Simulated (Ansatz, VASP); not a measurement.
**Two plane-wave programs on Ti2AlC**

INCAR

```
PREC = Accurate ; ENCUT = 520
EDIFF = 1E-8 ; ISMEAR = -1
SIGMA = 0.15 ; LREAL = False
LASPH = True ; NELM = 100
ALGO = Normal ; ISIF = 2
LWAVE = False ; LCHARG = False
GGA = CA ; LEFG = True
NBANDS = 41
```

File KPOINTS:

```
Automatic mesh
0
Gamma
  12 12 4
```

Contents of POSCAR:

```
Ti2AlC
1.0
    3.0130052360      0.0000000000      0.0000000000
   -1.5065026180      2.6093390761      0.0000000000
    0.0000000000      0.0000000000     13.5233498379
Ti Al C
4 2 2
Direct
    0.3333333333      0.6666666667      0.0837077118
    0.6666666667      0.3333333333      0.5837077118
    0.6666666667      0.3333333333      0.9162922882
    0.3333333333      0.6666666667      0.4162922882
    0.3333333333      0.6666666667      0.7500000000
    0.6666666667      0.3333333333      0.2500000000
    0.0000000000      0.0000000000      0.0000000000
    0.0000000000      0.0000000000      0.5000000000
```

Input for Ansatz:

```yaml
crystal:
  lattice:
    - [3.013005236, 0.0, 0.0]
    - [-1.506502618, 2.6093390761, 0.0]
    - [0.0, 0.0, 13.5233498379]
  atoms:
    - { symbol: Ti, position: [0.3333333333, 0.6666666667, 0.0837077118] }
    - { symbol: Ti, position: [0.6666666667, 0.3333333333, 0.5837077118] }
    - { symbol: Ti, position: [0.6666666667, 0.3333333333, 0.9162922882] }
    - { symbol: Ti, position: [0.3333333333, 0.6666666667, 0.4162922882] }
    - { symbol: Al, position: [0.3333333333, 0.6666666667, 0.75] }
    - { symbol: Al, position: [0.6666666667, 0.3333333333, 0.25] }
    - { symbol: C, position: [0.0, 0.0, 0.0] }
    - { symbol: C, position: [0.0, 0.0, 0.5] }
basis:
  ecutwfc: 420
kpoints:
  mp_grid: { grid: [12, 12, 4] }
hamiltonian:
  xc: lda
scf:
  occupations: { method: fermi_dirac, width: 0.15 }
output:
  forces: true
  stress: true
  eigenvalues: true
  efg: {}
checkpoint:
  read: start.run
  write: ck
  compress: false
  write_wavefunctions: false
  write_every: 100000
```

Alike in both runs: task electric field gradients; functional LDA; k mesh 12 × 12 × 4; occupations fermi-dirac, width 0.15 eV; no spin polarisation.

|  | VASP | Ansatz |
| --- | --- | --- |
| version | VASP 6.6.1 | Ansatz 0.2.0 |
| potentials or method | VASP PAW LDA potentials, release 64 (Ti_sv, Al, C), cutoff 520 eV | scalar-relativistic, plane waves, PAW |
| valence electrons in the cell | 62 | 62 |

|  | VASP | Ansatz | Ansatz less VASP |
| --- | --- | --- | --- |
| gap on the k mesh at the Fermi level (eV) | none | none | - |
| pressure (GPa) | 0.4 | 0.0 | -0.39 |
| rms of the force components (eV/Å) | 0.019 | 0.000 | -0.0190 |
| size of Vzz on the site where it differs most (V/Å²) | 24.7 | 26.2 | +1.42 |

LDA's correlation is that of Perdew and Zunger in VASP and of Perdew and Wang (1992) in Ansatz. Atom by atom the forces differ by 0.019 eV/Å (rms over components). A gap of «none» marks a metal or a gap that the smearing closes.
